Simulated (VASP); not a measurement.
# SrO (Fm-3m) in VASP: density of states with PBE

Aim: the density of states of SrO with PBE.

Program: VASP 6.6.1. These are calculated values, not measurements. Logs are shortened: lines on timing, memory, paths and dates and some standing lists are left out, and cuts for length are marked.

**1. The cell of the first run**

Symmetry: Fm-3m, No. 225, cubic system. Conventional cell: a = 5.195 Å, b = 5.195 Å, c = 5.195 Å, α = 90.00°, β = 90.00°, γ = 90.00°. Within 3.4 Å of Sr (site symmetry m-3m) lie 6 O at 2.60 Å. Within 3.4 Å of O (site symmetry m-3m) lie 6 Sr at 2.60 Å.

**2. Density of states, PBE**

POSCAR reads:

```
SrO
1.0
    0.0000000000      2.5975128988      2.5975128988
    2.5975128988      0.0000000000      2.5975128988
    2.5975128988      2.5975128988      0.0000000000
Sr O
1 1
Direct
    0.5000000000      0.5000000000      0.5000000000
    0.0000000000      0.0000000000      0.0000000000
```

INCAR.step1 reads:

```
SYSTEM = SrO
PREC = Accurate
ENCUT = 520
EDIFF = 1E-7
ISMEAR = 0
SIGMA = 0.05
LREAL = .FALSE.
LASPH = .TRUE.
NELM = 60
ALGO = Normal
ISIF = 2
LWAVE = .FALSE.
LCHARG = .TRUE.
GGA = PE
NBANDS = 15
```

KPOINTS.step1 reads:

```
Automatic mesh
0
G
  12 12 12
  0 0 0
```

INCAR.step2 reads:

```
SYSTEM = SrO
PREC = Accurate
ENCUT = 520
EDIFF = 1E-7
ISMEAR = -5
SIGMA = 0.05
LREAL = .FALSE.
LASPH = .TRUE.
NELM = 60
ALGO = Normal
ISIF = 2
LWAVE = .FALSE.
LCHARG = .FALSE.
GGA = PE
LORBIT = 11
NBANDS = 15
NEDOS = 1001
ICHARG = 11
```

KPOINTS.step2 reads:

```
Automatic mesh
0
G
  18 18 18
  0 0 0
```

Potentials or basis: VASP PAW PBE potentials, release 64 (Sr_sv, O).

On the command line:

```console
> cat potpaw_PBE.64/Sr_sv/POTCAR potpaw_PBE.64/O/POTCAR > POTCAR
> cp INCAR.step1 INCAR
> cp KPOINTS.step1 KPOINTS
> mpirun -np 1 vasp_std > vasp.out
> cp INCAR.step2 INCAR
> cp KPOINTS.step2 KPOINTS
> mpirun -np 1 vasp_std > vasp.out
```

OUTCAR:

```text
SYSTEM = SrO
   PREC = Accurate
   ENCUT = 520
   EDIFF = 1E-7
   ISMEAR = -5
   LREAL = .FALSE.
   LASPH = .TRUE.
   NELM = 60
   ISIF = 2
   GGA = PE
   LORBIT = 11
   ICHARG = 11

 ion  position               nearest neighbor table
   1  0.500  0.500  0.500-   2 2.60   2 2.60   2 2.60   2 2.60   2 2.60   2 2.60
   2  0.000  0.000  0.000-   1 2.60   1 2.60   1 2.60   1 2.60   1 2.60   1 2.60

  LATTYP: Found a face centered cubic cell.
 ALAT       =     5.1950257976

  Lattice vectors:

 A1 = (   0.0000000000,   2.5975128988,   2.5975128988)
 A2 = (   2.5975128988,   0.0000000000,   2.5975128988)
 A3 = (   2.5975128988,   2.5975128988,   0.0000000000)

Analysis of symmetry for initial positions (statically):
=====================================================================
 Subroutine PRICEL returns:
 Original cell was already a primitive cell.

 Routine SETGRP: Setting up the symmetry group for a
 face centered cubic supercell.

 Subroutine GETGRP returns: Found 48 space group operations
 (whereof 48 operations were pure point group operations)
 out of a pool of 48 trial point group operations.

The static configuration has the point symmetry O_h .

Analysis of symmetry for dynamics (positions and initial velocities):
=====================================================================
 Subroutine PRICEL returns:
 Original cell was already a primitive cell.

 Routine SETGRP: Setting up the symmetry group for a
 face centered cubic supercell.

 Subroutine GETGRP returns: Found 48 space group operations
 (whereof 48 operations were pure point group operations)
 out of a pool of 48 trial point group operations.

The dynamic configuration has the point symmetry O_h .

 Subroutine INISYM returns: Found 48 space group operations
 (whereof 48 operations are pure point group operations),
 and found     1 'primitive' translations

----------------------------------------------------------------------------------------

                                     Primitive cell

  volume of cell :      35.0512

  direct lattice vectors                    reciprocal lattice vectors
     0.000000000  2.597512899  2.597512899    -0.192491826  0.192491826  0.192491826
     2.597512899  0.000000000  2.597512899     0.192491826 -0.192491826  0.192491826
     2.597512899  2.597512899  0.000000000     0.192491826  0.192491826 -0.192491826

  length of vectors
     3.673437970  3.673437970  3.673437970     0.333405622  0.333405622  0.333405622

  position of ions in fractional coordinates (direct lattice)
     0.500000000  0.500000000  0.500000000
     0.000000000  0.000000000  0.000000000

  ion indices of the primitive-cell ions
   primitive index   ion index
                 1           1
                 2           2

----------------------------------------------------------------------------------------

 KPOINTS: Automatic mesh

Automatic generation of k-mesh.
 Grid dimensions read from file:
 generate k-points for:   18   18   18

 Generating k-lattice:

  Cartesian coordinates                     Fractional coordinates (reciprocal lattice)
    -0.010693990  0.010693990  0.010693990     0.055555556  0.000000000  0.000000000
     0.010693990 -0.010693990  0.010693990     0.000000000  0.055555556  0.000000000
     0.010693990  0.010693990 -0.010693990     0.000000000  0.000000000  0.055555556

  Length of vectors
     0.018522535  0.018522535  0.018522535

  Shift w.r.t. Gamma in fractional coordinates (k-lattice)
     0.000000000  0.000000000  0.000000000

 TETIRR: Found    806 inequivalent tetrahedra from    34992

 Subroutine IBZKPT returns following result:
 ===========================================

 Found    195 irreducible k-points:

 Following reciprocal coordinates:
            Coordinates               Weight
  0.000000  0.000000  0.000000      1.000000
  0.055556  0.000000  0.000000      8.000000
  0.111111  0.000000  0.000000      8.000000
  0.166667  0.000000  0.000000      8.000000
  0.222222  0.000000  0.000000      8.000000
  0.277778  0.000000  0.000000      8.000000
[... 16 lines left out ...]
 -0.277778  0.055556  0.000000     24.000000
 -0.222222  0.055556  0.000000     24.000000
 [... further k-points ...]
   k-points           NKPTS =    195   k-points in BZ     NKDIM =    195   number of bands    NBANDS=     15
   number of dos      NEDOS =   1001   number of ions     NIONS =      2
   total plane-waves  NPLWV =  21952
   dimension x,y,z NGX =    28 NGY =   28 NGZ =   28
   dimension x,y,z NGXF=    56 NGYF=   56 NGZF=   56
   ions per type =               1   1
   NGX,Y,Z   is equivalent  to a cutoff of  12.67, 12.67, 12.67 a.u.
   NGXF,Y,Z  is equivalent  to a cutoff of  25.34, 25.34, 25.34 a.u.
 SYSTEM =  SrO
   PREC   = accura    normal or accurate (medium, high low for compatibility)
   ISTART =      0    job   : 0-new  1-cont  2-samecut
   ICHARG =     11    charge: 1-file 2-atom 10-const
   ISPIN  =      1    spin polarized calculation?
   LNONCOLLINEAR =      F non collinear calculations
   LSORBIT =      F    spin-orbit coupling
   LASPH  =      T    aspherical Exc in radial PAW
   ENCUT  =  520.0 eV  38.22 Ry    6.18 a.u.   6.83  6.83  6.83*2*pi/ulx,y,z
   NELM   =     60;   NELMIN=  2; NELMDL=  0     # of ELM steps
   EDIFF  = 0.1E-06   stopping-criterion for ELM
   LREAL  =      F    real-space projection
   EDIFFG = 0.1E-05   stopping-criterion for IOM
   NSW    =      0    number of steps for IOM
   IBRION =     -1    ionic relax: 0-MD 1-quasi-New 2-CG
   NFREE  =      0    steps in history (QN), initial steepest desc. (CG)
   ISIF   =      2    stress and relaxation
   ISYM   =      2    0-nonsym 1-usesym 2-fastsym
   POTIM  = 0.5000    time-step for ionic-motion
   TEBEG  =    0.0;   TEEND  =   0.0 temperature during run
   PSTRESS=    0.0 pullay stress
   NELECT =      16.0000    total number of electrons
   NUPDOWN=      -1.0000    fix difference up-down
   EMIN   =  10.00;   EMAX   =-10.00  energy-range for DOS
   EFERMI =   0.00;   METHOD = LEGACY
   ISMEAR =    -5;   SIGMA  =   0.05  broadening in eV -4-tet -1-fermi 0-gaus
   EFERMI_NEDOS =   21; number of points for ismear=-14 and -15
   IALGO  =     38    algorithm
   IMIX   =      4    mixing-type and parameters
     AMIX     =   0.40;   BMIX     =  1.00
     AMIX_MAG =   1.60;   BMIX_MAG =  1.00
  volume/ion in A,a.u.               =      17.53       118.27
  Fermi-wavevector in a.u.,A,eV,Ry     =   1.260512  2.382023 21.618181  1.588891
  Thomas-Fermi vector in A             =   2.394018
   LORBIT       =     11    0 simple, 1 ext, 2 COOP (PROOUT), +10 PAW based schemes
   GGA     = PE    functional components
   LHFCALC =     F    Hartree Fock is set to
   AEXX    =    0.0000 exact exchange contribution
   IVDW    =     0    specifies the selected vdW correction
   LEPSILON=     F    determine dielectric tensor
   LRPA    =     F    only Hartree local field effects (RPA)
 non-spin polarized calculation
 Fermi weights with tetrahedron method with Bloechl corrections
  energy-cutoff  :      520.00
  volume of cell :       35.05
 maximum number of plane-waves:       960

 number of electron      16.0000000 magnetization

 Free energy of the ion-electron system (eV)
  ---------------------------------------------------
  ext. energy  EPLUGINS =         0.00000000
  ---------------------------------------------------
  free energy    TOTEN  =       -12.05471652 eV

  energy without entropy =      -12.05471652  energy(sigma->0) =      -12.05471652

 E-fermi :   1.5598     XC(G=0):  -9.8818

 val. band max:        1.5207383080   @ k =   0.0000   0.0000   0.0000
 cond. band min:       4.8011612789   @ k =   0.5000   0.5000   0.0000
 fundamental gap:      3.2804229709
 Fermi energy:         1.5598176009

 k-point     1 :       0.0000    0.0000    0.0000
  band No.  band energies     occupation
      1     -30.9783      2.00000
      2     -13.5307      2.00000
      3     -12.6465      2.00000
      4     -12.6465      2.00000
      5     -12.6465      2.00000
      6       1.5207      2.00000
      7       1.5207      2.00000
      8       1.5207      2.00000
      9       5.2874      0.00000
     10       7.6624      0.00000
     11       7.6624      0.00000
     12       7.6624      0.00000
     13       9.7605      0.00000
     14       9.7605      0.00000
     15      14.0803      0.00000

 k-point     2 :       0.0556    0.0000    0.0000
  band No.  band energies     occupation
      1     -30.9747      2.00000
      2     -13.6268      2.00000
      3     -12.6488      2.00000
      4     -12.6488      2.00000
      5     -12.5594      2.00000
      6       1.4196      2.00000
      7       1.4813      2.00000
      8       1.4813      2.00000
      9       5.4371      0.00000
     10       7.6237      0.00000
     11       7.7217      0.00000
     12       7.7217      0.00000
     13       9.8401      0.00000
     14       9.8401      0.00000
     15      14.2847      0.00000
[... 365 lines left out ...]
      3     -12.7367      2.00000
      4     -12.6821      2.00000
      5     -11.7425      2.00000
      6      -0.0048      2.00000
      7       0.7113      2.00000
      8       0.8926      2.00000
      9       7.4585      0.00000
     10       8.0405      0.00000
     11       8.9962      0.00000
     12       9.4125      0.00000
     13      11.4761      0.00000
     14      11.7106      0.00000
     15      17.2320      0.00000

 k-point    24 :      -0.2222    0.0556    0.0000
  band No.  band energies     occupation
      1     -30.9198      2.00000
      2     -14.4218      2.00000
      3     -12.7228      2.00000
      4     -12.6678      2.00000
      5     -11.8916      2.00000
      6       0.2938      2.00000
      7       0.8772      2.00000
      8       1.0811      2.00000
      9       7.2994      0.00000
     10       7.4197      0.00000
     11       8.5683      0.00000
     12       8.9780      0.00000
     13      10.9381      0.00000
     14      11.2190      0.00000
     15      16.9343      0.00000

 [... further k-points ...]

------------------------ aborting loop because EDIFF is reached ----------------------------------------

  FORCE on cell =-STRESS in cart. coord.  units (eV):
  Direction    XX          YY          ZZ          XY          YZ          ZX
  --------------------------------------------------------------------------------------
  -------------------------------------------------------------------------------------
  Total        0.1105592      0.1105592      0.1105592      0.0000000     -0.0000000     -0.0000000
  in kB        5.0536190      5.0536190      5.0536190      0.0000000     -0.0000000     -0.0000000
  external PRESSURE =       5.0536190 kB  Pullay stress =       0.0000000 kB

 VOLUME and BASIS-vectors are now :
 -----------------------------------------------------------------------------
  energy-cutoff  :      520.00
  volume of cell :       35.05
      direct lattice vectors                 reciprocal lattice vectors
     0.000000000  2.597512899  2.597512899    -0.192491826  0.192491826  0.192491826
     2.597512899  0.000000000  2.597512899     0.192491826 -0.192491826  0.192491826
     2.597512899  2.597512899  0.000000000     0.192491826  0.192491826 -0.192491826

 POSITION                                       TOTAL-FORCE (eV/Angst)
 -----------------------------------------------------------------------------------
      2.59751      2.59751      2.59751        -0.000000     -0.000000     -0.000000
      0.00000      0.00000      0.00000         0.000000      0.000000      0.000000
 -----------------------------------------------------------------------------------
    total drift:                                0.000000      0.000000      0.000000

  FREE ENERGIE OF THE ION-ELECTRON SYSTEM (eV)
  ---------------------------------------------------
  free  energy   TOTEN  =       -12.0547165215 eV

  energy  without entropy=      -12.0547165215  energy(sigma->0) =      -12.05471652

 total charge

# of ion       s       p       d       tot
------------------------------------------
    1        2.015   5.808   0.245   8.067
    2        1.551   3.411   0.000   4.963
--------------------------------------------------
tot          3.566   9.219   0.245  13.030
```

Run time: 77 s. Hardware: 1 thread of AMD EPYC 9R45 (Zen 5), shared host; peak memory 0.2 GiB.

What came out:

```yaml
Valence_electrons_inside_the_program's_atomic_spheres: Sr 8.07; O 4.96
```
